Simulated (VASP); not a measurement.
Runs of VASP 6.6.1 on Rh. The structure is that of space group P6_3/mmc (No. 194), or close to it. The cells are those of the table. 

```tsv
cell	further INCAR settings	gap on the mesh (eV)	pressure (GPa)
a = 2.731, b = 2.731, c = 4.561 Å, angles 90.0, 90.0, 120.0°, 2 atoms	ALGO = Fast; EDIFF = 1e-07; NBANDS = 22	none	-19.5
a = 2.813, b = 2.813, c = 4.561 Å, angles 90.0, 90.0, 120.0°, 2 atoms	ALGO = Fast; EDIFF = 1e-06; NBANDS = 22	none	-28.8
a = 2.813, b = 2.813, c = 4.428 Å, angles 90.0, 90.0, 120.0°, 2 atoms	ALGO = Fast; EDIFF = 1e-07; NBANDS = 22	none	-24.4
a = 2.813, b = 2.813, c = 4.296 Å, angles 90.0, 90.0, 120.0°, 2 atoms	ALGO = Fast; EDIFF = 1e-06; NBANDS = 22	none	(a)
```

Alike in all rows: task single point; level PBEsol; potentials or basis VASP PAW PBE potentials, release 64 (Rh_pv); no spin polarisation; k mesh 21 × 21 × 12; cutoff (eV) 520; smearing gaussian 0.15 eV.

Problem. Estimate the missing entries.

Solution. (a) -18.5.

Caveats: the PAW data sets were made with another functional, which shifts forces and pressure a little.

A k mesh can miss the band edges, and the runs leave out spin-orbit coupling on Rh.

A gap of «none» marks levels without a gap at the run's occupations.
